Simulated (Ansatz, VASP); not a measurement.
Two plane-wave programs on Ir

The input INCAR:

```
SYSTEM = Ir
PREC = Accurate ; ENCUT = 560
EDIFF = 1E-6 ; ISMEAR = -1
SIGMA = 0.1 ; LREAL = .FALSE.
LASPH = .TRUE. ; NELM = 120
ALGO = Normal ; ISIF = 2
LWAVE = .FALSE. ; LCHARG = .FALSE.
NBANDS = 14 ; GGA_COMPAT = .FALSE.
```

The input KPOINTS:

```
regular mesh
0
G
  16 16 16
  0 0 0
```

Contents of POSCAR:

```
Ir
1.0
   -1.5701416188      1.5701416188      1.5701416188
    1.5701416188     -1.5701416188      1.5701416188
    1.5701416188      1.5701416188     -1.5701416188
Ir
1
Direct
    0.0000000000      0.0000000000      0.0000000000
```

Input for Ansatz:

```yaml
crystal:
  lattice:
    - [-1.5701416188, 1.5701416188, 1.5701416188]
    - [1.5701416188, -1.5701416188, 1.5701416188]
    - [1.5701416188, 1.5701416188, -1.5701416188]
  atoms:
    - { symbol: Ir, position: [0.0, 0.0, 0.0] }
hamiltonian:
  xc: lda
  pseudopotentials:
    kind: paw
    azcp:
      Ir: "pseudopotentials/Ir.paw.azcp"
basis:
  ecutwfc: 420
  fft_grid_basis: typed
kpoints:
  mp_grid: { grid: [16, 16, 16], shift: [0, 0, 0] }
magnetization:
  spin_polarized: false
scf:
  occupations: { method: fermi_dirac, width: 0.1 }
  lower_state_search: "off"
output:
  stress: true
```

Alike in both runs: task single point; functional LDA; k mesh 16 × 16 × 16; occupations fermi-dirac, width 0.1 eV; no spin polarisation.

```csv
,VASP,Ansatz
version,VASP 6.6.1,Ansatz 0.2.0
potentials or method,"VASP PAW LDA potentials, release 64 (Ir_sv_GW), cutoff 560 eV","plane waves (420 eV) with PAW, scalar-relativistic"
valence electrons in the cell,17,17
```

Ansatz gave:

```
pressure (GPa) : -22.7
```

What did VASP give for the same quantities?

Pressure (GPa): -23.3.

Ansatz warns that its potentials were made for another functional, while VASP's fit it. LDA's correlation is that of Perdew and Zunger in VASP and of Perdew and Wang (1992) in Ansatz.

Neither program's run includes spin-orbit coupling.
